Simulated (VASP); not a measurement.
# Ho2O (Fddd) in VASP: single point with PBE

Aim: the single point of Ho2O with PBE.

Program: VASP 6.6.1. These are calculated values, not measurements. Logs are shortened: lines on timing, memory, paths and dates and some standing lists are left out, and cuts for length are marked.

### 1 The cell of the first run

The structure is orthorhombic, space group Fddd (No. 70). Conventional cell: a = 6.662 Å, b = 6.671 Å, c = 10.547 Å, α = 90.00°, β = 90.00°, γ = 90.00°. Ho (site symmetry 2) has 3 O at 2.36 to 2.48 Å within 3.1 Å. Within 3.1 Å of O (site symmetry 222) lie 6 Ho at 2.36 to 2.48 Å.

The cell was generated, and may not be a known phase.

### 2 Single point, PBE

File INCAR:

```
SYSTEM = Ho2O
ALGO = Normal ; EDIFF = 1E-6
ENCUT = 600 ; GGA = PE
GGA_COMPAT = .False. ; ISIF = 2
ISMEAR = 0 ; LASPH = .True.
LCHARG = .False. ; LMAXMIX = 6
LREAL = .False. ; LWAVE = .False.
NBANDS = 33 ; NELM = 200
PREC = Accurate ; SIGMA = 0.1
```

File KPOINTS:

```
k-points
0
Gamma
  4 4 4
  0 0 0
```

File POSCAR:

```
Ho2O
1.0
    0.0000000000      3.3309130971      5.2732897134
    3.3354456021      0.0000000000      5.2732897134
    3.3354456021      3.3309130971      0.0000000000
Ho O
4 2
Direct
    0.2644786195      0.2644786195      0.7355213805
    0.7355213805      0.7355213805      0.2644786195
    0.5144786195      0.5144786195      0.9855213805
    0.9855213805      0.9855213805      0.5144786195
    0.5000000000      0.5000000000      0.5000000000
    0.7500000000      0.7500000000      0.7500000000
```

Potentials or basis: VASP PAW PBE potentials, release 64 (Ho_3, O), 4f in core.

Run with:

```console
> cat potpaw_PBE.64/Ho_3/POTCAR potpaw_PBE.64/O/POTCAR > POTCAR
> mpirun -np 1 vasp_std > vasp.out
```

OUTCAR:

```text
SYSTEM = Ho2O
   EDIFF = 1E-6
   ENCUT = 600
   GGA = PE
   ISIF = 2
   ISMEAR = 0
   LASPH = .True.
   LREAL = .False.
   NELM = 200
   PREC = Accurate

 ion  position               nearest neighbor table
   1  0.264  0.264  0.736-   6 2.36   6 2.36   5 2.48   4 3.32   4 3.32   2 3.34   2 3.34   2 3.35
                             2 3.35   3 3.54   3 3.54   3 3.54   3 3.54   4 3.77   4 3.77
   2  0.736  0.736  0.264-   6 2.36   6 2.36   5 2.48   3 3.32   3 3.32   1 3.34   1 3.34   1 3.35
                             1 3.35   4 3.54   4 3.54   4 3.54   4 3.54   3 3.77   3 3.77
   3  0.514  0.514  0.986-   5 2.36   5 2.36   6 2.48   2 3.32   2 3.32   4 3.34   4 3.34   4 3.35
                             4 3.35   1 3.54   1 3.54   1 3.54   1 3.54   2 3.77   2 3.77
   4  0.986  0.986  0.514-   5 2.36   5 2.36   6 2.48   1 3.32   1 3.32   3 3.34   3 3.34   3 3.35
                             3 3.35   2 3.54   2 3.54   2 3.54   2 3.54   1 3.77   1 3.77
   5  0.500  0.500  0.500-   3 2.36   3 2.36   4 2.36   4 2.36   1 2.48   2 2.48
   6  0.750  0.750  0.750-   1 2.36   1 2.36   2 2.36   2 2.36   3 2.48   4 2.48

  LATTYP: Found a face centered orthorhombic cell.
 ALAT       =     6.6618261942
 B/A-ratio  =     1.0013607395
 C/A-ratio  =     1.5831363832

  Lattice vectors:

 A1 = (   3.3354456021,   0.0000000000,  -5.2732897134)
 A2 = (   0.0000000000,   3.3309130971,  -5.2732897134)
 A3 = (   3.3354456021,   3.3309130971,   0.0000000000)

Analysis of symmetry for initial positions (statically):
=====================================================================
 Subroutine PRICEL returns:
 Original cell was already a primitive cell.

 Routine SETGRP: Setting up the symmetry group for a
 face centered orthorhombic supercell.

 Subroutine GETGRP returns: Found  8 space group operations
 (whereof  4 operations were pure point group operations)
 out of a pool of  8 trial point group operations.

The static configuration has the point symmetry D_2 .
 The point group associated with its full space group is D_2h.

Analysis of symmetry for dynamics (positions and initial velocities):
=====================================================================
 Subroutine PRICEL returns:
 Original cell was already a primitive cell.

 Routine SETGRP: Setting up the symmetry group for a
 face centered orthorhombic supercell.

 Subroutine GETGRP returns: Found  8 space group operations
 (whereof  4 operations were pure point group operations)
 out of a pool of  8 trial point group operations.

The dynamic configuration has the point symmetry D_2 .
 The point group associated with its full space group is D_2h.

 Subroutine INISYM returns: Found  8 space group operations
 (whereof  4 operations are pure point group operations),
 and found     1 'primitive' translations

----------------------------------------------------------------------------------------

                                     Primitive cell

  volume of cell :     117.1733

  direct lattice vectors                    reciprocal lattice vectors
     0.000000000  3.330913097  5.273289713    -0.149905008  0.150108990  0.094817472
     3.335445602  0.000000000  5.273289713     0.149905008 -0.150108990  0.094817472
     3.335445602  3.330913097  0.000000000     0.149905008  0.150108990 -0.094817472

  length of vectors
     6.237192194  6.239613912  4.713828532     0.232367324  0.232367324  0.232367324

  position of ions in fractional coordinates (direct lattice)
     0.264478619  0.264478619  0.735521381
     0.735521381  0.735521381  0.264478619
     0.514478619  0.514478619  0.985521381
     0.985521381  0.985521381  0.514478619
     0.500000000  0.500000000  0.500000000
     0.750000000  0.750000000  0.750000000

  ion indices of the primitive-cell ions
   primitive index   ion index
                 1           1
                 2           2
                 3           3
                 4           4
                 5           5
                 6           6

----------------------------------------------------------------------------------------

 KPOINTS: k-points

Automatic generation of k-mesh.
 Grid dimensions read from file:
 generate k-points for:    4    4    4

 Generating k-lattice:

  Cartesian coordinates                     Fractional coordinates (reciprocal lattice)
    -0.037476252  0.037527247  0.023704368     0.250000000 -0.000000000 -0.000000000
     0.037476252 -0.037527247  0.023704368     0.000000000  0.250000000  0.000000000
     0.037476252  0.037527247 -0.023704368    -0.000000000  0.000000000  0.250000000

  Length of vectors
     0.058091831  0.058091831  0.058091831

  Shift w.r.t. Gamma in fractional coordinates (k-lattice)
     0.000000000  0.000000000  0.000000000

 Subroutine IBZKPT returns following result:
 ===========================================

 Found     18 irreducible k-points:

 Following reciprocal coordinates:
            Coordinates               Weight
  0.000000  0.000000  0.000000      1.000000
  0.250000  0.000000  0.000000      8.000000
  0.500000  0.000000  0.000000      4.000000
  0.250000  0.250000  0.000000      2.000000
  0.500000  0.250000  0.000000      8.000000
 -0.250000  0.250000 -0.000000      4.000000
[... 10 lines left out ...]
 -0.250000  0.250000  0.500000      2.000000
  0.000000  0.500000  0.500000      1.000000
   k-points           NKPTS =     18   k-points in BZ     NKDIM =     18   number of bands    NBANDS=     33
   number of dos      NEDOS =    301   number of ions     NIONS =      6
   total plane-waves  NPLWV = 100000
   dimension x,y,z NGX =    50 NGY =   50 NGZ =   40
   dimension x,y,z NGXF=   100 NGYF=  100 NGZF=   80
   ions per type =               4   2
   NGX,Y,Z   is equivalent  to a cutoff of  13.33, 13.32, 14.11 a.u.
   NGXF,Y,Z  is equivalent  to a cutoff of  26.65, 26.64, 28.21 a.u.
 SYSTEM =  Ho2O
   PREC   = accura    normal or accurate (medium, high low for compatibility)
   ISTART =      0    job   : 0-new  1-cont  2-samecut
   ICHARG =      2    charge: 1-file 2-atom 10-const
   ISPIN  =      1    spin polarized calculation?
   LNONCOLLINEAR =      F non collinear calculations
   LSORBIT =      F    spin-orbit coupling
   LASPH  =      T    aspherical Exc in radial PAW
   ENCUT  =  600.0 eV  44.10 Ry    6.64 a.u.  12.46 12.46  9.41*2*pi/ulx,y,z
   NELM   =    200;   NELMIN=  2; NELMDL= -5     # of ELM steps
   EDIFF  = 0.1E-05   stopping-criterion for ELM
   LREAL  =      F    real-space projection
   EDIFFG = 0.1E-04   stopping-criterion for IOM
   NSW    =      0    number of steps for IOM
   IBRION =     -1    ionic relax: 0-MD 1-quasi-New 2-CG
   NFREE  =      0    steps in history (QN), initial steepest desc. (CG)
   ISIF   =      2    stress and relaxation
   ISYM   =      2    0-nonsym 1-usesym 2-fastsym
   POTIM  = 0.5000    time-step for ionic-motion
   TEBEG  =    0.0;   TEEND  =   0.0 temperature during run
   PSTRESS=    0.0 pullay stress
   NELECT =      48.0000    total number of electrons
   NUPDOWN=      -1.0000    fix difference up-down
   EMIN   =  10.00;   EMAX   =-10.00  energy-range for DOS
   EFERMI =   0.00;   METHOD = LEGACY
   ISMEAR =     0;   SIGMA  =   0.10  broadening in eV -4-tet -1-fermi 0-gaus
   EFERMI_NEDOS =   21; number of points for ismear=-14 and -15
   IALGO  =     38    algorithm
   IMIX   =      4    mixing-type and parameters
     AMIX     =   0.40;   BMIX     =  1.00
     AMIX_MAG =   1.60;   BMIX_MAG =  1.00
  volume/ion in A,a.u.               =      19.53       131.79
  Fermi-wavevector in a.u.,A,eV,Ry     =   1.215847  2.297618 20.113279  1.478284
  Thomas-Fermi vector in A             =   2.351221
   LORBIT       =      0    0 simple, 1 ext, 2 COOP (PROOUT), +10 PAW based schemes
   GGA     = PE    functional components
   LHFCALC =     F    Hartree Fock is set to
   AEXX    =    0.0000 exact exchange contribution
   IVDW    =     0    specifies the selected vdW correction
   LEPSILON=     F    determine dielectric tensor
   LRPA    =     F    only Hartree local field effects (RPA)
 non-spin polarized calculation
 Gauss-broadening in eV      SIGMA  =   0.10
  energy-cutoff  :      600.00
  volume of cell :      117.17
 maximum number of plane-waves:      3926
 NGX is ok and might be reduce to    50
   NGX = 25   NGY = 25   NGZ = 19

 number of electron      47.9999996 magnetization

 Free energy of the ion-electron system (eV)
  ---------------------------------------------------
  ext. energy  EPLUGINS =         0.00000000
  ---------------------------------------------------
  free energy    TOTEN  =       -39.31381806 eV

  energy without entropy =      -39.29257333  energy(sigma->0) =      -39.30319570

 E-fermi :   4.4291     XC(G=0): -10.7686

 val. band max:        4.4288702384   @ k =   0.5000   0.0000   0.0000
 cond. band min:       4.4835143122   @ k =  -0.2500   0.2500   0.2500
 fundamental gap:      0.0546440738
 Fermi energy:         4.4291286717

 k-point     1 :       0.0000    0.0000    0.0000
  band No.  band energies     occupation
      1     -20.0001      2.00000
      2     -19.9613      2.00000
      3     -19.9568      2.00000
      4     -19.8607      2.00000
      5     -19.8561      2.00000
      6     -19.6319      2.00000
[... 25 lines left out ...]
     32       6.9552      0.00000
     33       8.4070      0.00000

 k-point     2 :       0.2500    0.0000    0.0000
  band No.  band energies     occupation
      1     -20.1700      2.00000
      2     -20.0557      2.00000
      3     -19.9412      2.00000
      4     -19.8807      2.00000
      5     -19.7551      2.00000
      6     -19.5054      2.00000
[... 25 lines left out ...]
     32       7.4176      0.00000
     33       8.8606      0.00000
[... 538 lines left out ...]
     32       8.0915      0.00000
     33       8.7064      0.00000

 k-point    18 :       0.0000    0.5000    0.5000
  band No.  band energies     occupation
      1     -20.7178      2.00000
      2     -20.7178      2.00000
      3     -19.8403      2.00000
      4     -19.8403      2.00000
      5     -19.6067      2.00000
      6     -19.6067      2.00000
[... 25 lines left out ...]
     32       8.2456      0.00000
     33       8.5880      0.00000

------------------------ aborting loop because EDIFF is reached ----------------------------------------

  FORCE on cell =-STRESS in cart. coord.  units (eV):
  Direction    XX          YY          ZZ          XY          YZ          ZX
  --------------------------------------------------------------------------------------
  -------------------------------------------------------------------------------------
  Total        0.5842000      0.7119148      0.2518276      0.0000000      0.0000000      0.0000000
  in kB        7.9880976      9.7344143      3.4433816      0.0000000      0.0000000      0.0000000
  external PRESSURE =       7.0552978 kB  Pullay stress =       0.0000000 kB

 VOLUME and BASIS-vectors are now :
 -----------------------------------------------------------------------------
  energy-cutoff  :      600.00
  volume of cell :      117.17
      direct lattice vectors                 reciprocal lattice vectors
     0.000000000  3.330913097  5.273289713    -0.149905008  0.150108990  0.094817472
     3.335445602  0.000000000  5.273289713     0.149905008 -0.150108990  0.094817472
     3.335445602  3.330913097  0.000000000     0.149905008  0.150108990 -0.094817472

 POSITION                                       TOTAL-FORCE (eV/Angst)
 -----------------------------------------------------------------------------------
      3.33545      3.33091      2.78934         0.000000      0.000000     -0.002773
      3.33545      3.33091      7.75723         0.000000      0.000000      0.002773
      5.00317      4.99637      5.42599        -0.000000      0.000000     -0.002773
      5.00317      4.99637     10.39388        -0.000000      0.000000      0.002773
      3.33545      3.33091      5.27329        -0.000000     -0.000000      0.000000
      5.00317      4.99637      7.90993         0.000000      0.000000      0.000000
 -----------------------------------------------------------------------------------
    total drift:                               -0.000000     -0.000000     -0.000000

  FREE ENERGIE OF THE ION-ELECTRON SYSTEM (eV)
  ---------------------------------------------------
  free  energy   TOTEN  =       -39.3138180606 eV

  energy  without entropy=      -39.2925733313  energy(sigma->0) =      -39.30319570
```

Run time: 2.4 min. Hardware: 1 thread of Intel Xeon Platinum 8259CL at 2.50GHz (Skylake/Cascade Lake), shared host; peak memory 0.34 GiB.

What came out:

* Free energy: -39.3138 eV
* Pressure: 0.7 GPa
* Band gap on the k mesh: zero (bands 24 and 25 overlap by 1.29 eV)

Forces on the atoms (eV/Å):
```
Ho   0.000  0.000 -0.003
Ho   0.000  0.000  0.003
Ho   0.000  0.000 -0.003
Ho   0.000  0.000  0.003
O    0.000  0.000  0.000
O    0.000  0.000  0.000
```

Stress tensor (GPa, compression positive):
```
0.80 0.00 0.00
0.00 0.97 0.00
0.00 0.00 0.34
```

Caveat: the k points lie up to 0.37 Å⁻¹ apart, too coarse for converged energies and pressures of a metal; spin-orbit coupling is left out, which moves the levels of the heavy elements; the 4f electrons are frozen in the core, so they carry no moment and show no levels; the run has no spin polarisation, though such a crystal can be magnetic.

The gap in the log of VASP goes by the Fermi energy; the results here count the filled bands.